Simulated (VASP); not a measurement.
# Re (P6_3/mmc) in VASP: single point with r2SCAN

Aim: the single point of Re with r2SCAN.

Everything below comes from runs of VASP 6.6.1. Logs are shortened: lines on timing, memory, paths and dates and some standing lists are left out, and cuts for length are marked.

## (1) The cell of the first run

It takes space group P6_3/mmc (No. 194, hexagonal). The conventional cell has a = 2.801 Å, b = 2.801 Å, c = 4.382 Å, α = 90.00°, β = 90.00°, γ = 120.00°. Re (site symmetry -6m2) has 12 Re at 2.72 to 2.80 Å within 3.6 Å.

## (2) Single point, r2SCAN, non-collinear spin, typed start, spin-orbit coupling

The input, POSCAR:

```
Re
1.0
    2.8005160000      0.0000000000      0.0000000000
   -1.4002580000      2.4253190000      0.0000000000
    0.0000000000      0.0000000000      4.3815450000
Re
2
Direct
    0.3333300000      0.6666700000      0.2500000000
    0.6666600000      0.3333300000      0.7500000000
```

The input, INCAR.step1:

```
PREC = Accurate
ENCUT = 520
ISMEAR = 0
SIGMA = 0.012
LREAL = F
LASPH = T
NELM = 150
MAGMOM = 0.341 -1.744 -0.918 0.341 -1.744 -0.918
LSORBIT = T
GGA_COMPAT = F
LMAXMIX = 4
NBANDS = 26
GGA = PE
ALGO = Normal
EDIFF = 1E-4
LWAVE = T
LCHARG = F
```

The input, INCAR.step2:

```
PREC = Accurate
ENCUT = 520
EDIFF = 1E-6
ISMEAR = 0
SIGMA = 0.012
LREAL = F
LASPH = T
NELM = 150
ALGO = Normal
ISIF = 2
LWAVE = F
LCHARG = T
MAGMOM = 0.341 -1.744 -0.918 0.341 -1.744 -0.918
LORBIT = 11
LSORBIT = T
GGA_COMPAT = F
LORBMOM = T
LMAXMIX = 4
METAGGA = R2SCAN
LMIXTAU = T
LVHAR = T
NBANDS = 26
ISTART = 1
```

The input, KPOINTS:

```
Automatic mesh
0
Gamma
  7 7 4
```

Potentials or basis: VASP PAW PBE potentials, release 64 (Re).

Command:

```sh
$ cat potpaw_PBE.64/Re/POTCAR > POTCAR
$ cp INCAR.step1 INCAR
$ mpirun -np 1 vasp_ncl > vasp.out
$ cp INCAR.step2 INCAR
$ mpirun -np 1 vasp_ncl > vasp.out
```

OUTCAR:

```text
PREC = Accurate
   ENCUT = 520
   EDIFF = 1E-6
   ISMEAR = 0
   LREAL = F
   LASPH = T
   NELM = 150
   ISIF = 2
   LORBIT = 11
   LSORBIT = T
   METAGGA = R2SCAN
   ISTART = 1

 ion  position               nearest neighbor table
   1  0.333  0.667  0.250-   2 2.72   2 2.72   2 2.72   2 2.72   2 2.72   2 2.72
   2  0.667  0.333  0.750-   1 2.72   1 2.72   1 2.72   1 2.72   1 2.72   1 2.72

  LATTYP: Found a hexagonal cell.
 ALAT       =     2.8005160000
 C/A-ratio  =     1.5645491759

  Lattice vectors:

 A1 = (   2.8005160000,   0.0000000000,   0.0000000000)
 A2 = (  -1.4002580000,   2.4253190000,   0.0000000000)
 A3 = (   0.0000000000,   0.0000000000,   4.3815450000)

Analysis of symmetry for initial positions (statically):
=====================================================================
 Subroutine PRICEL returns:
 Original cell was already a primitive cell.

 Routine SETGRP: Setting up the symmetry group for a
 hexagonal supercell.

 Subroutine GETGRP returns: Found  8 space group operations
 (whereof  2 operations were pure point group operations)
 out of a pool of 24 trial point group operations.

The static configuration has the point symmetry C_2 .
 The point group associated with its full space group is D_2h.

Analysis of symmetry for dynamics (positions and initial velocities):
=====================================================================
 Subroutine PRICEL returns:
 Original cell was already a primitive cell.

 Routine SETGRP: Setting up the symmetry group for a
 hexagonal supercell.

 Subroutine GETGRP returns: Found  8 space group operations
 (whereof  2 operations were pure point group operations)
 out of a pool of 24 trial point group operations.

The dynamic configuration has the point symmetry C_2 .
 The point group associated with its full space group is D_2h.

Analysis of structural, dynamic, and magnetic symmetry:
=====================================================================
 Subroutine PRICEL returns:
 Original cell was already a primitive cell.

 Routine SETGRP: Setting up the symmetry group for a
 hexagonal supercell.

 Subroutine GETGRP returns: Found  2 space group operations
 (whereof  1 operations were pure point group operations)
 out of a pool of 24 trial point group operations.

The overall configuration has the point symmetry C_1 .
 The point group associated with its full space group is S_2 .

 Subroutine INISYM returns: Found  2 space group operations
 (whereof  1 operations are pure point group operations),
 and found     1 'primitive' translations

[... 870 lines left out ...]
 -----------------------------------------------------------------------------------
    total drift:                                0.000000      0.000000      0.000000

  FREE ENERGIE OF THE ION-ELECTRON SYSTEM (eV)
  ---------------------------------------------------
  free  energy   TOTEN  =      -105.5193277770 eV

  energy  without entropy=     -105.5191379338  energy(sigma->0) =     -105.51923286

 orbital moment (x)

 # of ion     p       d       tot
 ----------------------------------------
  1        -0.000  -0.001  -0.001
  2        -0.000  -0.001  -0.001
 ----------------------------------------
           -0.000  -0.002  -0.002

 orbital moment (y)

 # of ion     p       d       tot
 ----------------------------------------
  1         0.000   0.006   0.006
  2         0.000   0.006   0.006
 ----------------------------------------
            0.000   0.013   0.013

 orbital moment (z)

 # of ion     p       d       tot
 ----------------------------------------
  1        -0.000   0.000   0.000
  2        -0.000   0.000   0.000
 ----------------------------------------
           -0.000   0.000   0.000

 Spin-Orbit-Coupling matrix elements

 Ion:    1  E_soc:     -0.6622528
 l=   1
     0.0000000    -0.0399316    -0.0385143
    -0.0399316     0.0000000    -0.0399351
    -0.0385143    -0.0399351     0.0000000
 l=   2
     0.0000000    -0.0133741     0.0000000    -0.0133660    -0.0596079
    -0.0133741     0.0000000    -0.0419287    -0.0158214    -0.0133672
     0.0000000    -0.0419287     0.0000000    -0.0419079     0.0000000
    -0.0133660    -0.0158214    -0.0419079     0.0000000    -0.0133722
    -0.0596079    -0.0133672     0.0000000    -0.0133722     0.0000000
 l=   3
     0.0000000     0.0000000     0.0000000     0.0000000     0.0000000     0.0000000     0.0000000
     0.0000000     0.0000000     0.0000000     0.0000000     0.0000000     0.0000000     0.0000000
     0.0000000     0.0000000     0.0000000     0.0000000     0.0000000     0.0000000     0.0000000
     0.0000000     0.0000000     0.0000000     0.0000000     0.0000000     0.0000000     0.0000000
     0.0000000     0.0000000     0.0000000     0.0000000     0.0000000     0.0000000     0.0000000
     0.0000000     0.0000000     0.0000000     0.0000000     0.0000000     0.0000000     0.0000000
     0.0000000     0.0000000     0.0000000     0.0000000     0.0000000     0.0000000     0.0000000

 Ion:    2  E_soc:     -0.6622528
 l=   1
     0.0000000    -0.0399316    -0.0385143
    -0.0399316     0.0000000    -0.0399351
    -0.0385143    -0.0399351     0.0000000
 l=   2
     0.0000000    -0.0133741     0.0000000    -0.0133660    -0.0596079
    -0.0133741     0.0000000    -0.0419287    -0.0158214    -0.0133672
     0.0000000    -0.0419287     0.0000000    -0.0419079     0.0000000
    -0.0133660    -0.0158214    -0.0419079     0.0000000    -0.0133722
    -0.0596079    -0.0133672     0.0000000    -0.0133722     0.0000000
 l=   3
     0.0000000     0.0000000     0.0000000     0.0000000     0.0000000     0.0000000     0.0000000
     0.0000000     0.0000000     0.0000000     0.0000000     0.0000000     0.0000000     0.0000000
     0.0000000     0.0000000     0.0000000     0.0000000     0.0000000     0.0000000     0.0000000
     0.0000000     0.0000000     0.0000000     0.0000000     0.0000000     0.0000000     0.0000000
     0.0000000     0.0000000     0.0000000     0.0000000     0.0000000     0.0000000     0.0000000
     0.0000000     0.0000000     0.0000000     0.0000000     0.0000000     0.0000000     0.0000000
     0.0000000     0.0000000     0.0000000     0.0000000     0.0000000     0.0000000     0.0000000

 total charge

# of ion       s       p       d       tot
------------------------------------------
    1        0.610   0.672   4.801   6.082
    2        0.610   0.672   4.801   6.082
--------------------------------------------------
tot          1.221   1.343   9.601  12.165

 magnetization (x)

# of ion       s       p       d       tot
------------------------------------------
    1       -0.000  -0.000  -0.004  -0.004
    2       -0.000  -0.000  -0.004  -0.004
--------------------------------------------------
tot         -0.000  -0.001  -0.008  -0.008

 magnetization (y)

# of ion       s       p       d       tot
------------------------------------------
    1        0.000   0.002   0.023   0.025
    2        0.000   0.002   0.023   0.025
--------------------------------------------------
tot          0.000   0.005   0.046   0.051

 magnetization (z)

# of ion       s       p       d       tot
------------------------------------------
    1        0.000   0.000   0.000   0.001
    2        0.000   0.000   0.000   0.001
--------------------------------------------------
tot          0.000   0.000   0.001   0.001
```

OUTCAR.step1:

```text
PREC = Accurate
   ENCUT = 520
   ISMEAR = 0
   LREAL = F
   LASPH = T
   NELM = 150
   LSORBIT = T
[... 982 lines left out ...]
     0.0000000     0.0000000     0.0000000     0.0000000     0.0000000     0.0000000     0.0000000
     0.0000000     0.0000000     0.0000000     0.0000000     0.0000000     0.0000000     0.0000000
     0.0000000     0.0000000     0.0000000     0.0000000     0.0000000     0.0000000     0.0000000
     0.0000000     0.0000000     0.0000000     0.0000000     0.0000000     0.0000000     0.0000000
     0.0000000     0.0000000     0.0000000     0.0000000     0.0000000     0.0000000     0.0000000
     0.0000000     0.0000000     0.0000000     0.0000000     0.0000000     0.0000000     0.0000000

=======================================================================

 ========================================================
```

OSZICAR.step1:

```text
N       E                     dE             d eps       ncg     rms          rms(c)
DAV:   1     0.799364545300E+02    0.79936E+02   -0.60071E+03  9398   0.135E+03
DAV:   2    -0.157444098134E+02   -0.95681E+02   -0.81990E+02  9778   0.523E+02
DAV:   3    -0.254252314827E+02   -0.96808E+01   -0.80786E+01  9936   0.273E+02
DAV:   4    -0.258554182855E+02   -0.43019E+00   -0.40086E+00  9672   0.517E+01
DAV:   5    -0.258650579408E+02   -0.96397E-02   -0.94916E-02  8872   0.693E+00    0.457E+01
DAV:   6    -0.257784748273E+02    0.86583E-01   -0.11015E+00 10292   0.270E+01    0.211E+01
DAV:   7    -0.255390257818E+02    0.23945E+00   -0.55930E-01 10268   0.170E+01    0.100E+01
DAV:   8    -0.254964500106E+02    0.42576E-01   -0.68162E-02 10282   0.645E+00    0.456E-01
DAV:   9    -0.254951842684E+02    0.12657E-02   -0.56586E-03 10196   0.156E+00    0.424E-01
DAV:  10    -0.254942917553E+02    0.89251E-03   -0.79237E-05  4744   0.266E-01    0.147E-01
DAV:  11    -0.254936666483E+02    0.62511E-03   -0.31512E-04  6768   0.259E-01    0.979E-02
DAV:  12    -0.254936024868E+02    0.64161E-04   -0.47057E-05  3652   0.143E-01
   1 F= -.25493602E+02 E0= -.25493422E+02  d E =-.361916E-03  mag=    -0.0022     0.0135     0.0024
```

It took 21 min on 1 thread of Oxide Virtual Turin-like, shared host; peak memory 0.3 GiB.

Results:

```yaml
Free_energy: -105.5193 eV
Pressure: -4.0 GPa
Net_moment: 0.06 μB per cell
Valence_electrons_inside_the_program's_atomic_spheres: Re 6.08
```

Moments on the atoms (μB; x, y, z):
```
Re  0.00 0.03 0.00
Re  0.00 0.03 0.00
```

Caveat: the k points lie up to 0.37 Å⁻¹ apart; the PAW data sets were made with another functional, which shifts forces and pressure a little.
